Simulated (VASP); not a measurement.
# SnO2 (R-3m) in VASP: a series of runs, part 2 of 2

VASP 6.6.1.

### 3 Single point, PBEsol (atoms shifted along a free coordinate)

INCAR reads:

```
SYSTEM = SnO2
PREC = Accurate
ENCUT = 520
EDIFF = 1E-6
ISMEAR = 0
SIGMA = 0.05
LREAL = .False.
LASPH = .True.
NELM = 100
ALGO = Normal
ISIF = 2
LWAVE = .False.
LCHARG = .False.
GGA = PS
NBANDS = 20
```

KPOINTS reads:

```
Automatic mesh
0
Gamma
  12 12 12
  0 0 0
```

POSCAR reads:

```
SnO2
1.0
    1.6334330255      0.9430629970      4.4873826809
   -1.6334330255      0.9430629970      4.4873826809
    0.0000000000     -1.8861259940      4.4873826809
Sn O
1 2
Direct
    0.5000000000      0.5000000000      0.5000000000
    0.2350891156      0.2350891156      0.2350891156
    0.7649108844      0.7649108844      0.7649108844
```

Potentials or basis: VASP PAW PBE potentials, release 64 (Sn_d, O).

Run with:

```
> cat potpaw_PBE.64/Sn_d/POTCAR potpaw_PBE.64/O/POTCAR > POTCAR
> mpirun -np 1 vasp_std > vasp.out
```

OUTCAR:

```text
SYSTEM = SnO2
   PREC = Accurate
   ENCUT = 520
   EDIFF = 1E-6
   ISMEAR = 0
   LREAL = .False.
   LASPH = .True.
   NELM = 100
   ISIF = 2
   GGA = PS

 ion  position               nearest neighbor table
   1  0.500  0.500  0.500-   2 2.10   2 2.10   3 2.10   3 2.10   2 2.10   3 2.10
   2  0.235  0.235  0.235-   1 2.10   1 2.10   1 2.10
   3  0.765  0.765  0.765-   1 2.10   1 2.10   1 2.10

  LATTYP: Found a trigonal (rhomboedric) cell.
 ALAT       =     4.8676559646
 COS(alpha) =     0.7747872837

  Lattice vectors:

 A1 = (   1.6334330255,   0.9430629970,   4.4873826809)
 A2 = (  -1.6334330255,   0.9430629970,   4.4873826809)
 A3 = (   0.0000000000,  -1.8861259940,   4.4873826809)

Analysis of symmetry for initial positions (statically):
=====================================================================
 Subroutine PRICEL returns:
 Original cell was already a primitive cell.

 Routine SETGRP: Setting up the symmetry group for a
 trigonal (rhombohedral) supercell.

 Subroutine GETGRP returns: Found 12 space group operations
 (whereof 12 operations were pure point group operations)
[... 163 lines left out ...]

  energy without entropy =      -19.26626950  energy(sigma->0) =      -19.26626950

 E-fermi :   4.1540     XC(G=0): -10.5137

 val. band max:        3.8478577205   @ k =  -0.1667   0.2500   0.0833
 cond. band min:       5.5246718217   @ k =   0.0000   0.0000   0.0000
 fundamental gap:      1.6768141012
 Fermi energy:         4.1540466938

 k-point     1 :       0.0000    0.0000    0.0000
  band No.  band energies     occupation
      1     -16.2391      2.00000
      2     -15.8732      2.00000
      3     -15.8732      2.00000
      4     -15.6789      2.00000
      5     -15.6789      2.00000
      6     -14.1952      2.00000
[... 541 lines left out ...]
     19      17.3912      0.00000
     20      17.9672      0.00000

 [... further k-points ...]

------------------------ aborting loop because EDIFF is reached ----------------------------------------

  FORCE on cell =-STRESS in cart. coord.  units (eV):
  Direction    XX          YY          ZZ          XY          YZ          ZX
  --------------------------------------------------------------------------------------
  -------------------------------------------------------------------------------------
  Total       -0.5270836     -0.5270836      0.8357265      0.0000000     -0.0000000     -0.0000000
  in kB      -20.3612138    -20.3612138     32.2840741      0.0000000     -0.0000000     -0.0000000
  external PRESSURE =      -2.8127845 kB  Pullay stress =       0.0000000 kB

 VOLUME and BASIS-vectors are now :
 -----------------------------------------------------------------------------
  energy-cutoff  :      520.00
  volume of cell :       41.47
      direct lattice vectors                 reciprocal lattice vectors
     1.633433026  0.943062997  4.487382681     0.306103766  0.176729091  0.074282351
    -1.633433026  0.943062997  4.487382681    -0.306103766  0.176729091  0.074282351
     0.000000000 -1.886125994  4.487382681     0.000000000 -0.353458183  0.074282351

 POSITION                                       TOTAL-FORCE (eV/Angst)
 -----------------------------------------------------------------------------------
      0.00000      0.00000      6.73107         0.000000     -0.000000     -0.000000
      0.00000      0.00000      3.16480        -0.000000     -0.000000      0.672263
      0.00000      0.00000     10.29734        -0.000000      0.000000     -0.672263
 -----------------------------------------------------------------------------------
    total drift:                                0.000000      0.000000      0.000000

  FREE ENERGIE OF THE ION-ELECTRON SYSTEM (eV)
  ---------------------------------------------------
  free  energy   TOTEN  =       -19.2662694970 eV

  energy  without entropy=      -19.2662694970  energy(sigma->0) =      -19.26626950
```

It took 87 s on 1 thread of Intel Xeon 6975P-C (Granite Rapids), shared host; peak memory 0.3 GiB.

What came out:

- Free energy: -19.2663 eV
- Pressure: -0.3 GPa
- Largest force: 0.672 eV/Å
- Band gap on the k mesh: 1.68 eV (least direct gap 1.86 eV)

Forces on the atoms (eV/Å):
```
Sn   0.000  0.000  0.000
O    0.000  0.000  0.672
O    0.000  0.000 -0.672
```

Caveat: the cell differs from its parent crystal (atoms shifted along a free coordinate); the PAW data sets were made with another functional, which shifts forces and pressure a little; spin-orbit coupling is left out, which moves the levels of the heavy elements. A k mesh can miss the band edges.

### 4 Single point, PBEsol (atoms shifted along a free coordinate)

INCAR reads:

```
PREC = Accurate ; ENCUT = 520
EDIFF = 1E-6 ; ISMEAR = 0
SIGMA = 0.05 ; LREAL = False
LASPH = True ; NELM = 80
ALGO = Normal ; ISIF = 2
LWAVE = False ; LCHARG = True
GGA = PS ; LELF = True
LVHAR = True ; NBANDS = 20
```

KPOINTS reads:

```
Automatic mesh
0
Gamma
  12 12 12
```

POSCAR reads:

```
SnO2
1.0
    1.6334330255      0.9430629970      4.4873826809
   -1.6334330255      0.9430629970      4.4873826809
    0.0000000000     -1.8861259940      4.4873826809
Sn O
1 2
Direct
    0.5000000000      0.5000000000      0.5000000000
    0.2604838868      0.2604838868      0.2604838868
    0.7395161132      0.7395161132      0.7395161132
```

Run with:

```
> cat potpaw_PBE.64/Sn_d/POTCAR potpaw_PBE.64/O/POTCAR > POTCAR
> mpirun -np 1 vasp_std > vasp.out
```

It took 93 s on 1 thread of Intel Xeon 6975P-C (Granite Rapids), shared host; peak memory 0.3 GiB.

It converged, with:

```
Free energy            : -18.2724 eV
Pressure               : -20.1 GPa
Largest force          : 3.353 eV/Å
Band gap on the k mesh : 0.68 eV (least direct gap 0.74 eV)
```

Forces on the atoms (eV/Å):
```
Sn   0.000  0.000  0.000
O    0.000  0.000 -3.353
O    0.000  0.000  3.353
```

Stress tensor (GPa, compression positive):
```
-16.11   0.00   0.00
  0.00 -16.11   0.00
  0.00   0.00 -28.00
```

Levels at points of the mesh, in eV from the valence-band top:
| k point | band 11 | band 12 | band 13 | band 14 | band 15 | band 16 |
| --- | --- | --- | --- | --- | --- | --- |
| (0.00, 0.00, 0.00) | -0.81 | -0.81 | -0.07 | 0.68 | 5.09 | 9.88 |
| (0.50, 0.00, 0.00) | -1.90 | -1.38 | -1.09 | 3.62 | 6.07 | 8.75 |
| (0.50, 0.50, 0.00) | -1.19 | -0.38 | -0.02 | 2.88 | 4.85 | 9.31 |
| (0.50, 0.50, 0.50) | -1.20 | -0.54 | -0.54 | 3.02 | 4.87 | 10.25 |

Caveat: the cell differs from its parent crystal (atoms shifted along a free coordinate); the cell stands under tension; the PAW data sets were made with another functional, which shifts forces and pressure a little; spin-orbit coupling is left out, which moves the levels of the heavy elements.

### 5 Summary

```csv
potentials or basis,cell,cutoff (eV),gap on the mesh (eV),pressure (GPa),largest force (eV/Å)
"VASP PAW PBE potentials, release 64 (Sn_d, O_h)","a = 4.653 Å, angles 39.2°, 3 atoms, atomic positions A",910,2.02,8.4,0.29
"VASP PAW PBE potentials, release 64 (Sn_d, O)","a = 4.868 Å, angles 39.2°, 3 atoms, atomic positions B",520,1.68,-0.3,0.67
"VASP PAW PBE potentials, release 64 (Sn_d, O)","a = 4.868 Å, angles 39.2°, 3 atoms, atomic positions C",520,0.68,-20.1,3.35
```

Alike in all rows: task single point; level PBEsol; no spin polarisation; k mesh 12 × 12 × 12; smearing gaussian 0.05 eV.

Caveats: the PAW data sets were made with another functional, which shifts forces and pressure a little; spin-orbit coupling is left out, which moves the levels of the heavy elements; the cutoff is under 1.25 times the usual one of these potentials, so pressure, stress and relaxed cells hold a basis-set (Pulay) error (at least some runs); the cell stands under pressure (at least some runs); the cell stands under tension (at least some runs).

Absolute energies hang on the potentials; compare differences alone.
